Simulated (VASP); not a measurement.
# CsMgBiO3 (R3m) in VASP: single point with PBE

Aim: the single point of CsMgBiO3 with PBE.

Everything below comes from runs of VASP 6.6.1. Logs are shortened: lines on timing, memory, paths and dates and some standing lists are left out, and cuts for length are marked.

## Step 1: The cell of the first run

It takes space group R3m (No. 160, trigonal). The conventional cell has a = 6.461 Å, b = 6.461 Å, c = 11.391 Å, α = 90.00°, β = 90.00°, γ = 120.00°. Cs (site symmetry 3m) has 9 O at 3.33 to 3.50 Å and 4 Bi at 3.74 to 4.01 Å and 4 Mg at 3.78 to 4.38 Å within 4.4 Å. Within 2.5 Å of Mg (site symmetry 3m) lie 3 O at 1.91 Å. Bi (site symmetry 3m) has 3 O at 2.10 Å within 2.8 Å. O (site symmetry m) has 1 Mg at 1.91 Å and 1 Bi at 2.10 Å within 2.5 Å.

## Step 2: Single point, PBE

INCAR reads:

```
SYSTEM = CsMgBiO3
PREC = Accurate ; ENCUT = 750
EDIFF = 1E-6 ; ISMEAR = 0
SIGMA = 0.01 ; LREAL = .FALSE.
LASPH = .TRUE. ; NELM = 120
ALGO = Normal ; ISIF = 2
LWAVE = .FALSE. ; LCHARG = .FALSE.
GGA = PE ; NBANDS = 35
GGA_COMPAT = .FALSE.
```

KPOINTS reads:

```
Automatic mesh
0
G
  4 4 4
  0 0 0
```

POSCAR reads:

```
CsMgBiO3
1.0
    3.2305170000      1.8651400000      3.7970090000
   -3.2305170000      1.8651400000      3.7970090000
    0.0000000000     -3.7302800000      3.7970090000
Cs Mg Bi O
1 1 1 3
Direct
    0.9172820000      0.9172820000      0.9172820000
    0.3021920000      0.3021920000      0.3021920000
    0.5652990000      0.5652990000      0.5652990000
    0.4913920000      0.9822380000      0.4913920000
    0.4913920000      0.4913920000      0.9822380000
    0.9822380000      0.4913920000      0.4913920000
```

Potentials or basis: VASP PAW PBE potentials, release 64 (Cs_sv, Mg_sv, Bi_d, O).

The run is started by

```bash
cat potpaw_PBE.64/Cs_sv/POTCAR potpaw_PBE.64/Mg_sv/POTCAR potpaw_PBE.64/Bi_d/POTCAR potpaw_PBE.64/O/POTCAR > POTCAR
mpirun -np 1 vasp_std > vasp.out
```

OUTCAR:

```text
SYSTEM = CsMgBiO3
   PREC = Accurate
   ENCUT = 750
   EDIFF = 1E-6
   ISMEAR = 0
   LREAL = .FALSE.
   LASPH = .TRUE.
   NELM = 120
   ISIF = 2
   GGA = PE

 ion  position               nearest neighbor table
   1  0.917  0.917  0.917-
   2  0.302  0.302  0.302-   4 1.91   6 1.91   5 1.91   3 3.00
   3  0.565  0.565  0.565-   4 2.10   6 2.10   5 2.10   2 3.00
   4  0.491  0.982  0.491-   2 1.91   3 2.10
   5  0.491  0.491  0.982-   2 1.91   3 2.10
   6  0.982  0.491  0.491-   2 1.91   3 2.10

  LATTYP: Found a trigonal (rhomboedric) cell.
 ALAT       =     5.3228062359
 COS(alpha) =     0.2632963793

  Lattice vectors:

 A1 = (   3.2305170000,   1.8651400000,   3.7970090000)
 A2 = (  -3.2305170000,   1.8651400000,   3.7970090000)
 A3 = (   0.0000000000,  -3.7302800000,   3.7970090000)

Analysis of symmetry for initial positions (statically):
=====================================================================
 Subroutine PRICEL returns:
 Original cell was already a primitive cell.

 Routine SETGRP: Setting up the symmetry group for a
 trigonal (rhombohedral) supercell.

 Subroutine GETGRP returns: Found  6 space group operations
 (whereof  6 operations were pure point group operations)
 out of a pool of 12 trial point group operations.

The static configuration has the point symmetry C_3v.

Analysis of symmetry for dynamics (positions and initial velocities):
=====================================================================
 Subroutine PRICEL returns:
 Original cell was already a primitive cell.

 Routine SETGRP: Setting up the symmetry group for a
 trigonal (rhombohedral) supercell.

 Subroutine GETGRP returns: Found  6 space group operations
 (whereof  6 operations were pure point group operations)
 out of a pool of 12 trial point group operations.

The dynamic configuration has the point symmetry C_3v.

 Subroutine INISYM returns: Found  6 space group operations
 (whereof  6 operations are pure point group operations),
 and found     1 'primitive' translations

----------------------------------------------------------------------------------------

                                     Primitive cell

  volume of cell :     137.2702

  direct lattice vectors                    reciprocal lattice vectors
     3.230517000  1.865140000  3.797009000     0.154773988  0.089358797  0.087788397
    -3.230517000  1.865140000  3.797009000    -0.154773988  0.089358797  0.087788397
     0.000000000 -3.730280000  3.797009000     0.000000000 -0.178717594  0.087788397

  length of vectors
     5.322806088  5.322806088  5.322806236     0.199115004  0.199115004  0.199114995

  position of ions in fractional coordinates (direct lattice)
     0.917282000  0.917282000  0.917282000
     0.302192000  0.302192000  0.302192000
     0.565299000  0.565299000  0.565299000
     0.491392000  0.982238000  0.491392000
     0.491392000  0.491392000  0.982238000
     0.982238000  0.491392000  0.491392000

  ion indices of the primitive-cell ions
   primitive index   ion index
                 1           1
                 2           2
                 3           3
                 4           4
                 5           5
                 6           6

----------------------------------------------------------------------------------------

 KPOINTS: Automatic mesh

Automatic generation of k-mesh.
 Grid dimensions read from file:
 generate k-points for:    4    4    4

 Generating k-lattice:

  Cartesian coordinates                     Fractional coordinates (reciprocal lattice)
     0.038693497  0.022339699  0.021947099     0.250000000 -0.000000000  0.000000000
    -0.038693497  0.022339699  0.021947099    -0.000000000  0.250000000  0.000000000
     0.000000000 -0.044679399  0.021947099     0.000000000  0.000000000  0.250000000

  Length of vectors
     0.049778751  0.049778751  0.049778749

  Shift w.r.t. Gamma in fractional coordinates (k-lattice)
     0.000000000  0.000000000  0.000000000

 Subroutine IBZKPT returns following result:
 ===========================================

 Found     13 irreducible k-points:

 Following reciprocal coordinates:
            Coordinates               Weight
  0.000000  0.000000  0.000000      1.000000
  0.250000  0.000000  0.000000      6.000000
  0.500000  0.000000  0.000000      3.000000
  0.250000  0.250000  0.000000      6.000000
  0.500000  0.250000  0.000000     12.000000
 -0.250000  0.250000  0.000000      6.000000
  0.500000  0.500000  0.000000      3.000000
  0.250000  0.250000  0.250000      2.000000
  0.500000  0.250000  0.250000      6.000000
 -0.250000  0.250000  0.250000      6.000000
  0.500000  0.500000  0.250000      6.000000
 -0.250000  0.500000  0.250000      6.000000
  0.500000  0.500000  0.500000      1.000000
   k-points           NKPTS =     13   k-points in BZ     NKDIM =     13   number of bands    NBANDS=     35
   number of dos      NEDOS =    301   number of ions     NIONS =      6
   total plane-waves  NPLWV = 110592
   dimension x,y,z NGX =    48 NGY =   48 NGZ =   48
   dimension x,y,z NGXF=    96 NGYF=   96 NGZF=   96
   ions per type =               1   1   1   3
   NGX,Y,Z   is equivalent  to a cutoff of  14.99, 14.99, 14.99 a.u.
   NGXF,Y,Z  is equivalent  to a cutoff of  29.98, 29.98, 29.98 a.u.
 SYSTEM =  CsMgBiO3
   PREC   = accura    normal or accurate (medium, high low for compatibility)
   ISTART =      0    job   : 0-new  1-cont  2-samecut
   ICHARG =      2    charge: 1-file 2-atom 10-const
   ISPIN  =      1    spin polarized calculation?
   LNONCOLLINEAR =      F non collinear calculations
   LSORBIT =      F    spin-orbit coupling
   LASPH  =      T    aspherical Exc in radial PAW
   ENCUT  =  750.0 eV  55.12 Ry    7.42 a.u.  11.89 11.89 11.89*2*pi/ulx,y,z
   NELM   =    120;   NELMIN=  2; NELMDL= -5     # of ELM steps
   EDIFF  = 0.1E-05   stopping-criterion for ELM
   LREAL  =      F    real-space projection
   EDIFFG = 0.1E-04   stopping-criterion for IOM
   NSW    =      0    number of steps for IOM
   IBRION =     -1    ionic relax: 0-MD 1-quasi-New 2-CG
   NFREE  =      0    steps in history (QN), initial steepest desc. (CG)
   ISIF   =      2    stress and relaxation
   ISYM   =      2    0-nonsym 1-usesym 2-fastsym
   POTIM  = 0.5000    time-step for ionic-motion
   TEBEG  =    0.0;   TEEND  =   0.0 temperature during run
   PSTRESS=    0.0 pullay stress
   NELECT =      52.0000    total number of electrons
   NUPDOWN=      -1.0000    fix difference up-down
   EMIN   =  10.00;   EMAX   =-10.00  energy-range for DOS
   EFERMI =   0.00;   METHOD = LEGACY
   ISMEAR =     0;   SIGMA  =   0.01  broadening in eV -4-tet -1-fermi 0-gaus
   EFERMI_NEDOS =   21; number of points for ismear=-14 and -15
   IALGO  =     38    algorithm
   IMIX   =      4    mixing-type and parameters
     AMIX     =   0.40;   BMIX     =  1.00
     AMIX_MAG =   1.60;   BMIX_MAG =  1.00
  volume/ion in A,a.u.               =      22.88       154.39
  Fermi-wavevector in a.u.,A,eV,Ry     =   1.184542  2.238460 19.090878  1.403140
  Thomas-Fermi vector in A             =   2.320754
   LORBIT       =      0    0 simple, 1 ext, 2 COOP (PROOUT), +10 PAW based schemes
   GGA     = PE    functional components
   LHFCALC =     F    Hartree Fock is set to
   AEXX    =    0.0000 exact exchange contribution
   IVDW    =     0    specifies the selected vdW correction
   LEPSILON=     F    determine dielectric tensor
   LRPA    =     F    only Hartree local field effects (RPA)
 non-spin polarized calculation
 Gauss-broadening in eV      SIGMA  =   0.01
  energy-cutoff  :      750.00
  volume of cell :      137.27
 maximum number of plane-waves:      6424
   NGX = 23   NGY = 23   NGZ = 23

 number of electron      51.9999987 magnetization

 Free energy of the ion-electron system (eV)
  ---------------------------------------------------
  ext. energy  EPLUGINS =         0.00000000
  ---------------------------------------------------
  free energy    TOTEN  =       -30.55438211 eV

  energy without entropy =      -30.55438211  energy(sigma->0) =      -30.55438211

 E-fermi :   1.8114     XC(G=0):  -8.4595

 val. band max:        1.7308373029   @ k =   0.5000   0.5000   0.5000
 cond. band min:       4.2867729315   @ k =   0.5000   0.5000   0.5000
 fundamental gap:      2.5559356286
 Fermi energy:         1.8113922797

 k-point     1 :       0.0000    0.0000    0.0000
  band No.  band energies     occupation
      1     -72.0230      2.00000
      2     -38.9219      2.00000
      3     -38.7302      2.00000
      4     -38.7302      2.00000
      5     -20.5510      2.00000
      6     -20.5510      2.00000
[... 27 lines left out ...]
     34       9.3832      0.00000
     35       9.3832      0.00000

 k-point     2 :       0.2500    0.0000    0.0000
  band No.  band energies     occupation
      1     -72.0230      2.00000
      2     -38.9219      2.00000
      3     -38.7302      2.00000
      4     -38.7302      2.00000
      5     -20.5510      2.00000
      6     -20.5477      2.00000
[... 27 lines left out ...]
     34       9.4964      0.00000
     35       9.8309      0.00000

 k-point     3 :       0.5000    0.0000    0.0000
  band No.  band energies     occupation
      1     -72.0230      2.00000
      2     -38.9219      2.00000
      3     -38.7302      2.00000
      4     -38.7301      2.00000
      5     -20.5509      2.00000
      6     -20.5444      2.00000
[... 27 lines left out ...]
     34       9.4291      0.00000
     35       9.5259      0.00000

 k-point     4 :       0.2500    0.2500    0.0000
  band No.  band energies     occupation
      1     -72.0230      2.00000
      2     -38.9219      2.00000
      3     -38.7302      2.00000
      4     -38.7301      2.00000
      5     -20.5497      2.00000
      6     -20.5448      2.00000
[... 27 lines left out ...]
     34       9.4058      0.00000
     35       9.4087      0.00000

 k-point     5 :       0.5000    0.2500    0.0000
  band No.  band energies     occupation
      1     -72.0230      2.00000
      2     -38.9219      2.00000
      3     -38.7302      2.00000
      4     -38.7301      2.00000
      5     -20.5492      2.00000
      6     -20.5420      2.00000
[... 27 lines left out ...]
     34       9.2892      0.00000
     35       9.5824      0.00000

 k-point     6 :      -0.2500    0.2500    0.0000
  band No.  band energies     occupation
      1     -72.0230      2.00000
      2     -38.9219      2.00000
      3     -38.7301      2.00000
      4     -38.7301      2.00000
      5     -20.5494      2.00000
      6     -20.5459      2.00000
[... 27 lines left out ...]
     34       9.3316      0.00000
     35       9.7902      0.00000

 k-point     7 :       0.5000    0.5000    0.0000
  band No.  band energies     occupation
      1     -72.0230      2.00000
      2     -38.9220      2.00000
      3     -38.7302      2.00000
      4     -38.7301      2.00000
      5     -20.5484      2.00000
      6     -20.5386      2.00000
[... 27 lines left out ...]
     34       9.3988      0.00000
     35       9.4242      0.00000

 k-point     8 :       0.2500    0.2500    0.2500
  band No.  band energies     occupation
      1     -72.0230      2.00000
      2     -38.9220      2.00000
      3     -38.7301      2.00000
      4     -38.7301      2.00000
      5     -20.5449      2.00000
      6     -20.5449      2.00000
[... 27 lines left out ...]
     34       9.7515      0.00000
     35       9.7533      0.00000

 k-point     9 :       0.5000    0.2500    0.2500
  band No.  band energies     occupation
      1     -72.0230      2.00000
      2     -38.9220      2.00000
      3     -38.7302      2.00000
      4     -38.7302      2.00000
      5     -20.5448      2.00000
      6     -20.5415      2.00000
[... 27 lines left out ...]
     34       9.6026      0.00000
     35       9.8056      0.00000

 k-point    10 :      -0.2500    0.2500    0.2500
  band No.  band energies     occupation
      1     -72.0230      2.00000
      2     -38.9219      2.00000
      3     -38.7302      2.00000
      4     -38.7301      2.00000
      5     -20.5464      2.00000
      6     -20.5448      2.00000
[... 27 lines left out ...]
     34       9.4400      0.00000
     35       9.5148      0.00000

 k-point    11 :       0.5000    0.5000    0.2500
  band No.  band energies     occupation
      1     -72.0230      2.00000
      2     -38.9219      2.00000
      3     -38.7302      2.00000
      4     -38.7302      2.00000
      5     -20.5435      2.00000
      6     -20.5387      2.00000
[... 27 lines left out ...]
     34       9.5955      0.00000
     35       9.6774      0.00000

 k-point    12 :      -0.2500    0.5000    0.2500
  band No.  band energies     occupation
      1     -72.0230      2.00000
      2     -38.9220      2.00000
      3     -38.7302      2.00000
      4     -38.7302      2.00000
      5     -20.5460      2.00000
      6     -20.5410      2.00000
[... 27 lines left out ...]
     34       9.3089      0.00000
     35       9.7085      0.00000

 k-point    13 :       0.5000    0.5000    0.5000
  band No.  band energies     occupation
      1     -72.0230      2.00000
      2     -38.9220      2.00000
      3     -38.7302      2.00000
      4     -38.7302      2.00000
      5     -20.5387      2.00000
      6     -20.5387      2.00000
[... 27 lines left out ...]
     34       9.8780      0.00000
     35       9.8787      0.00000

------------------------ aborting loop because EDIFF is reached ----------------------------------------

  FORCE on cell =-STRESS in cart. coord.  units (eV):
  Direction    XX          YY          ZZ          XY          YZ          ZX
  --------------------------------------------------------------------------------------
  -------------------------------------------------------------------------------------
  Total       -0.1557334     -0.1557334      0.7450853      0.0000000      0.0000000      0.0000000
  in kB       -1.8176739     -1.8176742      8.6964141      0.0000000      0.0000000      0.0000000
  external PRESSURE =       1.6870220 kB  Pullay stress =       0.0000000 kB

 VOLUME and BASIS-vectors are now :
 -----------------------------------------------------------------------------
  energy-cutoff  :      750.00
  volume of cell :      137.27
      direct lattice vectors                 reciprocal lattice vectors
     3.230517000  1.865140000  3.797009000     0.154773988  0.089358797  0.087788397
    -3.230517000  1.865140000  3.797009000    -0.154773988  0.089358797  0.087788397
     0.000000000 -3.730280000  3.797009000     0.000000000 -0.178717594  0.087788397

 POSITION                                       TOTAL-FORCE (eV/Angst)
 -----------------------------------------------------------------------------------
      0.00000      0.00000     10.44878         0.000000     -0.000000     -0.047879
      0.00000      0.00000      3.44228         0.000000     -0.000000      0.045217
      0.00000      0.00000      6.43934         0.000000     -0.000000      0.281997
     -1.58569      0.91550      7.46121         0.119687     -0.069102     -0.093111
      0.00000     -1.83099      7.46121         0.000000      0.138203     -0.093111
      1.58569      0.91550      7.46121        -0.119687     -0.069102     -0.093111
 -----------------------------------------------------------------------------------
    total drift:                                0.000000      0.000006      0.001678

  FREE ENERGIE OF THE ION-ELECTRON SYSTEM (eV)
  ---------------------------------------------------
  free  energy   TOTEN  =       -30.5543821114 eV

  energy  without entropy=      -30.5543821114  energy(sigma->0) =      -30.55438211
```

It took 2 min on 1 thread of Intel Xeon Platinum 8488C (Sapphire Rapids), shared host; peak memory 0.39 GiB.

Results:

| Quantity | Value |
| --- | --- |
| Free energy | -30.5544 eV |
| Pressure | 0.2 GPa |
| Largest force | 0.282 eV/Å |
| Band gap on the k mesh | 2.56 eV |

Forces in eV/Å, atoms in the order of the input:
```
Cs   0.000  0.000 -0.048
Mg   0.000  0.000  0.045
Bi   0.000  0.000  0.282
O    0.120 -0.069 -0.093
O    0.000  0.138 -0.093
O   -0.120 -0.069 -0.093
```

Caveat: spin-orbit coupling is left out, which moves the levels of the heavy elements. A k mesh can miss the band edges.
